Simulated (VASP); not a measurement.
# Mg (P6_3/mmc) in VASP: further runs

Aim: see how the results for Mg move with the level of theory and the settings. Levels: LDA, PBEsol. Tasks: single point.

Everything below comes from runs of VASP 6.6.1. Logs are shortened: lines on timing, memory, paths and dates and some standing lists are left out, and cuts for length are marked.

## Step 1: The cell of the first run

The structure is hexagonal, space group P6_3/mmc (No. 194). Conventional cell: a = 3.252 Å, b = 3.252 Å, c = 5.279 Å, α = 90.00°, β = 90.00°, γ = 120.00°. Mg (site symmetry -6m2) has 12 Mg at 3.24 to 3.25 Å within 4.3 Å.

## Step 2: Single point, LDA (volume scaled by 1.04)

INCAR

```
SYSTEM = Mg
ALGO = Normal
EDIFF = 1E-6
ENCUT = 520
GGA = CA
ISIF = 2
ISMEAR = -1
LASPH = .TRUE.
LCHARG = .FALSE.
LREAL = .FALSE.
LWAVE = .FALSE.
NBANDS = 9
NELM = 100
PREC = Accurate
SIGMA = 0.05
```

KPOINTS

```
k-points
0
G
  10 10 5
  0 0 0
```

POSCAR

```
Mg
1.0
    3.2515324747      0.0000000000      0.0000000000
   -1.6257662373      2.8159097243      0.0000000000
    0.0000000000      0.0000000000      5.2788644417
Mg
2
Direct
    0.6666666667      0.3333333333      0.7500000000
    0.3333333333      0.6666666667      0.2500000000
```

Potentials or basis: VASP PAW LDA potentials, release 64 (Mg).

Launch:

```bash
> cat potpaw_LDA.64/Mg/POTCAR > POTCAR
> mpirun -np 1 vasp_std > vasp.out
```

OUTCAR:

```text
SYSTEM = Mg
   EDIFF = 1E-6
   ENCUT = 520
   GGA = CA
   ISIF = 2
   ISMEAR = -1
   LASPH = .TRUE.
   LREAL = .FALSE.
   NELM = 100
   PREC = Accurate

 ion  position               nearest neighbor table
   1  0.667  0.333  0.750-   2 3.24   2 3.24   2 3.24   2 3.24   2 3.24   2 3.24
   2  0.333  0.667  0.250-   1 3.24   1 3.24   1 3.24   1 3.24   1 3.24   1 3.24

  LATTYP: Found a hexagonal cell.
 ALAT       =     3.2515324747
 C/A-ratio  =     1.6235004518

  Lattice vectors:

 A1 = (   3.2515324747,   0.0000000000,   0.0000000000)
 A2 = (  -1.6257662373,   2.8159097243,   0.0000000000)
 A3 = (   0.0000000000,   0.0000000000,   5.2788644417)

Analysis of symmetry for initial positions (statically):
=====================================================================
 Subroutine PRICEL returns:
 Original cell was already a primitive cell.

 Routine SETGRP: Setting up the symmetry group for a
 hexagonal supercell.

 Subroutine GETGRP returns: Found 24 space group operations
 (whereof 12 operations were pure point group operations)
 out of a pool of 24 trial point group operations.

The static configuration has the point symmetry D_3d.
 The point group associated with its full space group is D_6h.

Analysis of symmetry for dynamics (positions and initial velocities):
=====================================================================
 Subroutine PRICEL returns:
 Original cell was already a primitive cell.

 Routine SETGRP: Setting up the symmetry group for a
 hexagonal supercell.

 Subroutine GETGRP returns: Found 24 space group operations
 (whereof 12 operations were pure point group operations)
 out of a pool of 24 trial point group operations.

The dynamic configuration has the point symmetry D_3d.
 The point group associated with its full space group is D_6h.

 Subroutine INISYM returns: Found 24 space group operations
 (whereof 12 operations are pure point group operations),
 and found     1 'primitive' translations

----------------------------------------------------------------------------------------

                                     Primitive cell

  volume of cell :      48.3334

  direct lattice vectors                    reciprocal lattice vectors
     3.251532475  0.000000000  0.000000000     0.307547290  0.177562510  0.000000000
    -1.625766237  2.815909724  0.000000000     0.000000000  0.355125021  0.000000000
     0.000000000  0.000000000  5.278864442     0.000000000  0.000000000  0.189434681

  length of vectors
     3.251532475  3.251532475  5.278864442     0.355125021  0.355125021  0.189434681

  position of ions in fractional coordinates (direct lattice)
     0.666666667  0.333333333  0.750000000
     0.333333333  0.666666667  0.250000000

  ion indices of the primitive-cell ions
   primitive index   ion index
                 1           1
                 2           2

----------------------------------------------------------------------------------------

 KPOINTS: k-points

Automatic generation of k-mesh.
 Grid dimensions read from file:
 generate k-points for:   10   10    5

 Generating k-lattice:

  Cartesian coordinates                     Fractional coordinates (reciprocal lattice)
     0.030754729  0.017756251  0.000000000     0.100000000  0.000000000  0.000000000
     0.000000000  0.035512502  0.000000000     0.000000000  0.100000000  0.000000000
     0.000000000  0.000000000  0.037886936     0.000000000  0.000000000  0.200000000

  Length of vectors
     0.035512502  0.035512502  0.037886936

  Shift w.r.t. Gamma in fractional coordinates (k-lattice)
     0.000000000  0.000000000  0.000000000

 Subroutine IBZKPT returns following result:
 ===========================================

 Found     42 irreducible k-points:

 Following reciprocal coordinates:
            Coordinates               Weight
  0.000000  0.000000  0.000000      1.000000
  0.100000  0.000000  0.000000      6.000000
  0.200000  0.000000  0.000000      6.000000
  0.300000  0.000000  0.000000      6.000000
  0.400000  0.000000  0.000000      6.000000
  0.500000 -0.000000  0.000000      3.000000
[... 16 lines left out ...]
  0.300000  0.100000  0.200000     24.000000
  0.400000  0.100000  0.200000     24.000000
 [... further k-points ...]
   k-points           NKPTS =     42   k-points in BZ     NKDIM =     42   number of bands    NBANDS=      9
   number of dos      NEDOS =    301   number of ions     NIONS =      2
   total plane-waves  NPLWV =  23040
   dimension x,y,z NGX =    24 NGY =   24 NGZ =   40
   dimension x,y,z NGXF=    48 NGYF=   48 NGZF=   80
   ions per type =               2
   NGX,Y,Z   is equivalent  to a cutoff of  12.27, 12.27, 12.60 a.u.
   NGXF,Y,Z  is equivalent  to a cutoff of  24.54, 24.54, 25.19 a.u.
 SYSTEM =  Mg
   PREC   = accura    normal or accurate (medium, high low for compatibility)
   ISTART =      0    job   : 0-new  1-cont  2-samecut
   ICHARG =      2    charge: 1-file 2-atom 10-const
   ISPIN  =      1    spin polarized calculation?
   LNONCOLLINEAR =      F non collinear calculations
   LSORBIT =      F    spin-orbit coupling
   LASPH  =      T    aspherical Exc in radial PAW
   ENCUT  =  520.0 eV  38.22 Ry    6.18 a.u.   6.05  6.05  9.82*2*pi/ulx,y,z
   NELM   =    100;   NELMIN=  2; NELMDL= -5     # of ELM steps
   EDIFF  = 0.1E-05   stopping-criterion for ELM
   LREAL  =      F    real-space projection
   EDIFFG = 0.1E-04   stopping-criterion for IOM
   NSW    =      0    number of steps for IOM
   IBRION =     -1    ionic relax: 0-MD 1-quasi-New 2-CG
   NFREE  =      0    steps in history (QN), initial steepest desc. (CG)
   ISIF   =      2    stress and relaxation
   ISYM   =      2    0-nonsym 1-usesym 2-fastsym
   POTIM  = 0.5000    time-step for ionic-motion
   TEBEG  =    0.0;   TEEND  =   0.0 temperature during run
   PSTRESS=    0.0 pullay stress
   NELECT =       4.0000    total number of electrons
   NUPDOWN=      -1.0000    fix difference up-down
   EMIN   =  10.00;   EMAX   =-10.00  energy-range for DOS
   EFERMI =   0.00;   METHOD = LEGACY
   ISMEAR =    -1;   SIGMA  =   0.05  broadening in eV -4-tet -1-fermi 0-gaus
   EFERMI_NEDOS =   21; number of points for ismear=-14 and -15
   IALGO  =     38    algorithm
   IMIX   =      4    mixing-type and parameters
     AMIX     =   0.40;   BMIX     =  1.00
     AMIX_MAG =   1.60;   BMIX_MAG =  1.00
  volume/ion in A,a.u.               =      24.17       163.08
  Fermi-wavevector in a.u.,A,eV,Ry     =   0.713421  1.348170  6.924945  0.508969
  Thomas-Fermi vector in A             =   1.801054
   LORBIT       =      0    0 simple, 1 ext, 2 COOP (PROOUT), +10 PAW based schemes
   GGA     = CA    functional components
   LHFCALC =     F    Hartree Fock is set to
   AEXX    =    0.0000 exact exchange contribution
   IVDW    =     0    specifies the selected vdW correction
   LEPSILON=     F    determine dielectric tensor
   LRPA    =     F    only Hartree local field effects (RPA)
 non-spin polarized calculation
  energy-cutoff  :      520.00
  volume of cell :       48.33
 maximum number of plane-waves:      1320
   NGX = 13   NGY = 13   NGZ = 19

 number of electron       4.0000000 magnetization

 Free energy of the ion-electron system (eV)
  ---------------------------------------------------
  ext. energy  EPLUGINS =         0.00000000
  ---------------------------------------------------
  free energy    TOTEN  =        -3.54537676 eV

  energy without entropy =       -3.53343469  energy(sigma->0) =       -3.53940573

 E-fermi :   2.2371     XC(G=0):  -8.5153

 val. band max:        2.2141192894   @ k =   0.3000   0.0000   0.0000
 cond. band min:       2.2389449071   @ k =   0.3000   0.3000   0.0000
 fundamental gap:      0.0248256177
 Fermi energy:         2.2370856269

 k-point     1 :       0.0000    0.0000    0.0000
  band No.  band energies     occupation
      1      -4.4920      2.00000
      2       0.6465      2.00000
      3       0.9278      2.00000
      4      12.7491      0.00000
      5      12.7491      0.00000
      6      12.8141      0.00000
      7      12.8141      0.00000
      8      13.7409      0.00000
      9      15.1127      0.00000

 k-point     2 :       0.1000    0.0000    0.0000
  band No.  band energies     occupation
      1      -4.3022      2.00000
      2       0.8206      2.00000
      3       1.1138      2.00000
      4      10.0588      0.00000
      5      11.3303      0.00000
      6      12.1993      0.00000
      7      14.4928      0.00000
      8      14.5180      0.00000
      9      14.6494      0.00000

 k-point     3 :       0.2000    0.0000    0.0000
  band No.  band energies     occupation
      1      -3.7350      2.00000
      2       1.3430      2.00000
      3       1.6630      1.99998
      4       7.1819      0.00000
      5      10.2037      0.00000
      6      10.8176      0.00000
      7      11.8315      0.00000
      8      12.6575      0.00000
      9      14.8120      0.00000

 k-point     4 :       0.3000    0.0000    0.0000
  band No.  band energies     occupation
      1      -2.7967      2.00000
      2       2.2141      1.22571
      3       2.5157      0.00757
      4       4.6215      0.00000
      5       9.1917      0.00000
      6       9.2368      0.00000
      7       9.4016      0.00000
      8      11.0500      0.00000
      9      13.8701      0.00000
[... 205 lines left out ...]
 k-point    22 :       0.2000    0.1000    0.2000
  band No.  band energies     occupation
      1      -2.9576      2.00000
      2       0.1853      2.00000
      3       4.2127      0.00000
      4       6.1860      0.00000
      5       7.8146      0.00000
      6       9.2001      0.00000
      7      10.7986      0.00000
      8      12.7420      0.00000
      9      12.8769      0.00000

 k-point    23 :       0.3000    0.1000    0.2000
  band No.  band energies     occupation
      1      -1.8415      2.00000
      2       1.2505      2.00000
      3       3.5920      0.00000
      4       5.3573      0.00000
      5       6.4787      0.00000
      6       7.4891      0.00000
      7      10.0135      0.00000
      8      10.8496      0.00000
      9      12.5694      0.00000

 k-point    24 :       0.4000    0.1000    0.2000
  band No.  band energies     occupation
      1      -0.3749      2.00000
      2       1.3945      2.00000
      3       2.7757      0.00004
      4       4.4792      0.00000
      5       6.4076      0.00000
      6       7.2516      0.00000
      7       8.6611      0.00000
      8       9.9770      0.00000
      9      12.2780      0.00000

 [... further k-points ...]

------------------------ aborting loop because EDIFF is reached ----------------------------------------

  FORCE on cell =-STRESS in cart. coord.  units (eV):
  Direction    XX          YY          ZZ          XY          YZ          ZX
  --------------------------------------------------------------------------------------
  -------------------------------------------------------------------------------------
  Total       -1.2632916     -1.2632916     -0.8545266     -0.0000000      0.0000000      0.0000000
  in kB      -41.8761593    -41.8761593    -28.3262323     -0.0000000      0.0000000      0.0000000
  external PRESSURE =     -37.3595170 kB  Pullay stress =       0.0000000 kB

 VOLUME and BASIS-vectors are now :
 -----------------------------------------------------------------------------
  energy-cutoff  :      520.00
  volume of cell :       48.33
      direct lattice vectors                 reciprocal lattice vectors
     3.251532475  0.000000000  0.000000000     0.307547290  0.177562510  0.000000000
    -1.625766237  2.815909724  0.000000000     0.000000000  0.355125021  0.000000000
     0.000000000  0.000000000  5.278864442     0.000000000  0.000000000  0.189434681

 POSITION                                       TOTAL-FORCE (eV/Angst)
 -----------------------------------------------------------------------------------
      1.62577      0.93864      3.95915         0.000000      0.000000      0.000000
     -0.00000      1.87727      1.31972        -0.000000     -0.000000      0.000000
 -----------------------------------------------------------------------------------
    total drift:                                0.000000     -0.000000      0.000000

  FREE ENERGIE OF THE ION-ELECTRON SYSTEM (eV)
  ---------------------------------------------------
  free  energy   TOTEN  =        -3.5453767644 eV

  energy  without entropy=       -3.5334346943  energy(sigma->0) =       -3.53940573
```

Run time: 23 s. Hardware: 1 thread of AMD EPYC 9R45, shared host; peak memory 0.12 GiB.

What came out:

| Quantity | Value |
| --- | --- |
| Free energy | -3.5454 eV |
| Pressure | -3.7 GPa |
| Band gap on the k mesh | zero (band 2 reaches 2.91 eV, above the bottom of band 3 at 0.93 eV) |

Stress tensor (GPa, compression positive):
```
-4.19  0.00  0.00
 0.00 -4.19  0.00
 0.00  0.00 -2.83
```

Levels at points of the mesh, in eV from the Fermi level:
```
           k point  band 1  band 2  band 3  band 4  band 5  band 6
(0.00, 0.00, 0.00)   -6.73   -1.59   -1.31   10.51   10.51   10.58
(0.50, 0.00, 0.00)   -2.13   -2.06    2.56    3.02    3.06    3.48
```

Caveat: the cell differs from its parent crystal (volume scaled by 1.04).

## Step 3: Single point, LDA (volume scaled by 1.06)

INCAR

```
SYSTEM = Mg
ALGO = Fast
EDIFF = 1E-7
ENCUT = 520
GGA = CA
ISIF = 2
ISMEAR = -1
LASPH = .True.
LCHARG = .False.
LREAL = .False.
LWAVE = .False.
NBANDS = 9
NELM = 80
PREC = Accurate
SIGMA = 0.05
```

KPOINTS

```
k-points
0
Gamma
  10 10 5
  0 0 0
```

POSCAR

```
Mg
1.0
    3.2722434310      0.0000000000      0.0000000000
   -1.6361217155      2.8338459386      0.0000000000
    0.0000000000      0.0000000000      5.3124886887
Mg
2
Direct
    0.6666666667      0.3333333333      0.7500000000
    0.3333333333      0.6666666667      0.2500000000
```

Potentials or basis: VASP PAW LDA potentials, release 64 (Mg).

Launch:

```bash
> cat potpaw_LDA.64/Mg/POTCAR > POTCAR
> mpirun -np 1 vasp_std > vasp.out
```

Run time: 24 s. Hardware: 1 thread of AMD EPYC 9R45, shared host; peak memory 0.11 GiB.

The run converged. Its results:

```
Free energy            : -3.5224 eV
Pressure               : -4.2 GPa
Band gap on the k mesh : zero (band 2 reaches 2.82 eV, above the bottom of band 3 at 0.83 eV)
```

Stress tensor (GPa, compression positive):
```
-4.62  0.00  0.00
 0.00 -4.62  0.00
 0.00  0.00 -3.27
```

Levels at points of the mesh, in eV from the Fermi level:
| k point | band 1 | band 2 | band 3 | band 4 | band 5 | band 6 |
| --- | --- | --- | --- | --- | --- | --- |
| (0.00, 0.00, 0.00) | -6.65 | -1.56 | -1.31 | 10.37 | 10.37 | 10.47 |
| (0.50, 0.00, 0.00) | -2.12 | -2.03 | 2.53 | 3.01 | 3.01 | 3.42 |

Caveat: the cell differs from its parent crystal (volume scaled by 1.06).

## Step 4: Single point, PBEsol

This run uses another cell than the first one, of 22.31 Å³/atom, 0.923 times its volume.

INCAR

```
PREC = Accurate
ENCUT = 520
EDIFF = 1E-7
ISMEAR = -1
SIGMA = 0.05
LREAL = F
LASPH = T
NELM = 60
ALGO = Normal
ISIF = 2
LWAVE = F
LCHARG = F
GGA = PS
NBANDS = 9
```

KPOINTS

```
regular mesh
0
Gamma
  8 8 5
```

POSCAR

```
Mg
1.0
    3.2093000000      0.0000000000      0.0000000000
   -1.6046500000      2.7793353284      0.0000000000
    0.0000000000      0.0000000000      5.0018880000
Mg
2
Direct
    0.6666666667      0.3333333333      0.7500000000
    0.3333333333      0.6666666667      0.2500000000
```

Potentials or basis: VASP PAW PBE potentials, release 64 (Mg).

Launch:

```bash
> cat potpaw_PBE.64/Mg/POTCAR > POTCAR
> mpirun -np 1 vasp_std > vasp.out
```

Wall time 17 s (1 thread of AMD EPYC 7R13, shared host); peak memory 0.13 GiB.

It converged, with:

| Quantity | Value |
| --- | --- |
| Free energy | -3.4622 eV |
| Pressure | 0.4 GPa |
| Band gap on the k mesh | zero (band 2 reaches 3.63 eV, above the bottom of band 3 at 1.89 eV) |

Stress tensor (GPa, compression positive):
```
-0.68  0.00  0.00
 0.00 -0.68  0.00
 0.00  0.00  2.52
```

Levels at points of the mesh, in eV from the Fermi level:
| k point | band 1 | band 2 | band 3 | band 4 | band 5 | band 6 | band 7 |
| --- | --- | --- | --- | --- | --- | --- | --- |
| (0.00, 0.00, 0.00) | -7.13 | -1.58 | -0.93 | 10.58 | 10.58 | 10.66 | 10.66 |
| (0.50, 0.00, 0.00) | -2.38 | -2.37 | 2.69 | 3.05 | 3.57 | 3.85 | 6.54 |

Caveat: the PAW data sets were made with another functional, which shifts forces and pressure a little.

## Step 5: The runs side by side

```tsv
level	potentials or basis	cell	k mesh	gap on the mesh (eV)	pressure (GPa)
LDA	VASP PAW LDA potentials, release 64 (Mg)	a = 3.252, b = 3.252, c = 5.279 Å, angles 90.0, 90.0, 120.0°, 2 atoms	10 × 10 × 5	none	-3.7
LDA	VASP PAW LDA potentials, release 64 (Mg)	a = 3.272, b = 3.272, c = 5.312 Å, angles 90.0, 90.0, 120.0°, 2 atoms	10 × 10 × 5	none	-4.2
PBEsol	VASP PAW PBE potentials, release 64 (Mg)	a = 3.209, b = 3.209, c = 5.002 Å, angles 90.0, 90.0, 120.0°, 2 atoms	8 × 8 × 5	none	0.4
```

Alike in all rows: task single point; no spin polarisation; cutoff (eV) 520; smearing fermi-dirac 0.05 eV.

Caveats: the PAW data sets were made with another functional, which shifts forces and pressure a little (some runs).

Absolute energies hang on the potentials; compare differences alone.
